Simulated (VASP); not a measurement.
# ZnCu (P4/mmm) in VASP: a series of runs, part 2 of 2

VASP 6.6.1. Earlier steps stand in the parts before.

## 3. Single point, PBEsol (strain +0.030 along x and y, +0.000 along z)

The input, INCAR:

```
PREC = Accurate
ENCUT = 520
EDIFF = 1E-7
ISMEAR = 0
SIGMA = 0.15
LREAL = False
LASPH = True
NELM = 80
ALGO = Fast
ISIF = 2
LWAVE = False
LCHARG = True
GGA = PS
LELF = True
LVHAR = True
NBANDS = 18
```

The input, KPOINTS:

```
regular mesh
0
Gamma
  16 16 16
```

The input, POSCAR:

```
ZnCu
1.0
    3.0333500000      0.0000000000      0.0000000000
    0.0000000000      3.0333500000      0.0000000000
    0.0000000000      0.0000000000      2.9450000000
Zn Cu
1 1
Direct
    0.5000000000      0.5000000000      0.5000000000
    0.0000000000      0.0000000000      0.0000000000
```

Potentials or basis: VASP PAW PBE potentials, release 64 (Zn, Cu).

Launch:

```sh
cat potpaw_PBE.64/Zn/POTCAR potpaw_PBE.64/Cu/POTCAR > POTCAR
mpirun -np 1 vasp_std > vasp.out
```

OUTCAR:

```text
PREC = Accurate
   ENCUT = 520
   EDIFF = 1E-7
   ISMEAR = 0
   LREAL = False
   LASPH = True
   NELM = 80
   ISIF = 2
   GGA = PS

 ion  position               nearest neighbor table
   1  0.500  0.500  0.500-   2 2.60   2 2.60   2 2.60   2 2.60   2 2.60   2 2.60   2 2.60   2 2.60

   2  0.000  0.000  0.000-   1 2.60   1 2.60   1 2.60   1 2.60   1 2.60   1 2.60   1 2.60   1 2.60

  LATTYP: Found a simple tetragonal cell.
 ALAT       =     3.0333500000
 C/A-ratio  =     0.9708737864

  Lattice vectors:

 A1 = (   3.0333500000,   0.0000000000,   0.0000000000)
 A2 = (   0.0000000000,   3.0333500000,   0.0000000000)
 A3 = (   0.0000000000,   0.0000000000,   2.9450000000)

Analysis of symmetry for initial positions (statically):
=====================================================================
 Subroutine PRICEL returns:
 Original cell was already a primitive cell.

 Routine SETGRP: Setting up the symmetry group for a
 simple tetragonal supercell.

 Subroutine GETGRP returns: Found 16 space group operations
 (whereof 16 operations were pure point group operations)
 out of a pool of 16 trial point group operations.

The static configuration has the point symmetry D_4h.

Analysis of symmetry for dynamics (positions and initial velocities):
=====================================================================
 Subroutine PRICEL returns:
 Original cell was already a primitive cell.

 Routine SETGRP: Setting up the symmetry group for a
 simple tetragonal supercell.

 Subroutine GETGRP returns: Found 16 space group operations
 (whereof 16 operations were pure point group operations)
 out of a pool of 16 trial point group operations.

The dynamic configuration has the point symmetry D_4h.

 Subroutine INISYM returns: Found 16 space group operations
 (whereof 16 operations are pure point group operations),
 and found     1 'primitive' translations

[... 105 lines left out ...]
   NELECT =      23.0000    total number of electrons
   NUPDOWN=      -1.0000    fix difference up-down
   EMIN   =  10.00;   EMAX   =-10.00  energy-range for DOS
   EFERMI =   0.00;   METHOD = LEGACY
   ISMEAR =     0;   SIGMA  =   0.15  broadening in eV -4-tet -1-fermi 0-gaus
   EFERMI_NEDOS =   21; number of points for ismear=-14 and -15
   IALGO  =     68    algorithm
   IMIX   =      4    mixing-type and parameters
     AMIX     =   0.40;   BMIX     =  1.00
     AMIX_MAG =   1.60;   BMIX_MAG =  1.00
  volume/ion in A,a.u.               =      13.55        91.43
  Fermi-wavevector in a.u.,A,eV,Ry     =   1.550032  2.929136 32.689346  2.402599
  Thomas-Fermi vector in A             =   2.654754
   LORBIT       =      0    0 simple, 1 ext, 2 COOP (PROOUT), +10 PAW based schemes
   GGA     = PS    functional components
   LHFCALC =     F    Hartree Fock is set to
   AEXX    =    0.0000 exact exchange contribution
   IVDW    =     0    specifies the selected vdW correction
   LEPSILON=     F    determine dielectric tensor
   LRPA    =     F    only Hartree local field effects (RPA)
 non-spin polarized calculation
 RMM-DIIS sequential band-by-band and
 Gauss-broadening in eV      SIGMA  =   0.15
  energy-cutoff  :      520.00
  volume of cell :       27.10
 maximum number of plane-waves:       746
 NGX is ok and might be reduce to    24
   NGX = 11   NGY = 11   NGZ = 11

 number of electron      23.0000009 magnetization

 Free energy of the ion-electron system (eV)
  ---------------------------------------------------
  ext. energy  EPLUGINS =         0.00000000
  ---------------------------------------------------
  free energy    TOTEN  =        -6.01801328 eV

  energy without entropy =       -6.01152381  energy(sigma->0) =       -6.01476855

 E-fermi :   4.7882     XC(G=0): -12.2364

 val. band max:        4.7871022375   @ k =   0.0625   0.0000   0.3125
 cond. band min:       4.7987185052   @ k =   0.3125   0.1875   0.0000
 fundamental gap:      0.0116162677
 Fermi energy:         4.7882026579

 k-point     1 :       0.0000    0.0000    0.0000
  band No.  band energies     occupation
      1      -5.0983      2.00000
      2      -2.8261      2.00000
      3      -2.8081      2.00000
      4      -2.2318      2.00000
      5      -2.1968      2.00000
      6      -2.1968      2.00000
[... 481 lines left out ...]
      5      -2.1737      2.00000
      6      -0.6704      2.00000
[... 10 lines left out ...]
     17      18.9009      0.00000
     18      19.7262      0.00000

 [... further k-points ...]
[... 5 lines left out ...]
  --------------------------------------------------------------------------------------
  -------------------------------------------------------------------------------------
  Total       -1.6094899     -1.6094899     -1.6150881      0.0000000      0.0000000      0.0000000
  in kB      -95.1630801    -95.1630801    -95.4940790      0.0000000      0.0000000      0.0000000
  external PRESSURE =     -95.2734131 kB  Pullay stress =       0.0000000 kB

 VOLUME and BASIS-vectors are now :
 -----------------------------------------------------------------------------
  energy-cutoff  :      520.00
  volume of cell :       27.10
      direct lattice vectors                 reciprocal lattice vectors
     3.033350000  0.000000000  0.000000000     0.329668518  0.000000000  0.000000000
     0.000000000  3.033350000  0.000000000     0.000000000  0.329668518  0.000000000
     0.000000000  0.000000000  2.945000000     0.000000000  0.000000000  0.339558574

 POSITION                                       TOTAL-FORCE (eV/Angst)
 -----------------------------------------------------------------------------------
      1.51667      1.51667      1.47250         0.000000      0.000000      0.000000
      0.00000      0.00000      0.00000         0.000000      0.000000      0.000000
 -----------------------------------------------------------------------------------
    total drift:                                0.000000      0.000000     -0.000000

  FREE ENERGIE OF THE ION-ELECTRON SYSTEM (eV)
  ---------------------------------------------------
  free  energy   TOTEN  =        -6.0180132811 eV

  energy  without entropy=       -6.0115238143  energy(sigma->0) =       -6.01476855
```

OSZICAR:

```text
N       E                     dE             d eps       ncg     rms          rms(c)
DAV:   1     0.114747219953E+03    0.11475E+03   -0.11234E+04 15484   0.207E+03
DAV:   2    -0.246086584997E+01   -0.11721E+03   -0.11238E+03 14632   0.298E+02
DAV:   3    -0.723167799743E+01   -0.47708E+01   -0.47167E+01 16586   0.750E+01
DAV:   4    -0.727144977167E+01   -0.39772E-01   -0.39757E-01 16850   0.635E+00
DAV:   5    -0.727198616796E+01   -0.53640E-03   -0.53638E-03 16356   0.760E-01    0.988E+00
RMM:   6    -0.723243446689E+01    0.39552E-01   -0.11086E+01 16841   0.530E+01    0.745E+00
RMM:   7    -0.602344483790E+01    0.12090E+01   -0.28474E+00 16411   0.259E+01    0.212E+00
RMM:   8    -0.602366476581E+01   -0.21993E-03   -0.38424E-02 16909   0.322E+00    0.101E+00
RMM:   9    -0.601928204059E+01    0.43827E-02   -0.15742E-02 16841   0.205E+00    0.319E-01
RMM:  10    -0.601789519654E+01    0.13868E-02   -0.70684E-03 17367   0.108E+00    0.784E-02
RMM:  11    -0.601798334722E+01   -0.88151E-04   -0.11830E-03 18609   0.400E-01    0.237E-02
RMM:  12    -0.601801830470E+01   -0.34957E-04   -0.29689E-04 18316   0.184E-01    0.406E-02
RMM:  13    -0.601805632110E+01   -0.38016E-04   -0.33766E-04 17584   0.289E-01    0.572E-02
RMM:  14    -0.601801031832E+01    0.46003E-04   -0.12230E-04 17638   0.143E-01    0.659E-03
RMM:  15    -0.601801307340E+01   -0.27551E-05   -0.26178E-05 18537   0.402E-02    0.514E-03
RMM:  16    -0.601801330050E+01   -0.22710E-06   -0.21585E-06 17578   0.157E-02    0.437E-03
RMM:  17    -0.601801328111E+01    0.19394E-07   -0.51653E-07 14475   0.594E-03
   1 F= -.60180133E+01 E0= -.60147685E+01  d E =-.648947E-02
```

stdout:

```text
POSCAR found type information on POSCAR ZnCu
 POSCAR found :  2 types and       2 ions
 scaLAPACK will be used
 -----------------------------------------------------------------------------
|                                                                             |
|                                                                             |
|     You enforced a specific xc type in the INCAR file but a different       |
|     I HOPE YOU KNOW WHAT YOU ARE DOING!                                     |
|                                                                             |
 -----------------------------------------------------------------------------

 LDA part: xc-table for (Slater+PW92), standard interpolation
 POSCAR, INCAR and KPOINTS ok, starting setup
 FFT: planning ... GRIDC
 FFT: planning ... GRID_SOFT
 FFT: planning ... GRID
 WAVECAR not read
 entering main loop
WARNING in EDDRMM: call to ZHEGV failed, returncode =   8  4     16
WARNING in EDDRMM: call to ZHEGV failed, returncode =   6  3     16
WARNING in EDDRMM: call to ZHEGV failed, returncode =   8  4     16
```

It took 62 s on 1 thread of Intel Xeon 6975P-C (Granite Rapids), shared host; peak memory 0.3 GiB.

What came out:

| Quantity | Value |
| --- | --- |
| Free energy | -6.0180 eV |
| Pressure | -9.5 GPa |
| Band gap on the k mesh | zero (an odd number of electrons rules out a gap without spin polarisation) |

Caveat: the cell differs from its parent crystal (strain +0.030 along x and y, +0.000 along z); the cell stands under tension; the PAW data sets were made with another functional, which shifts forces and pressure a little.

The gap in the log of VASP goes by the Fermi energy; the results here count the filled bands.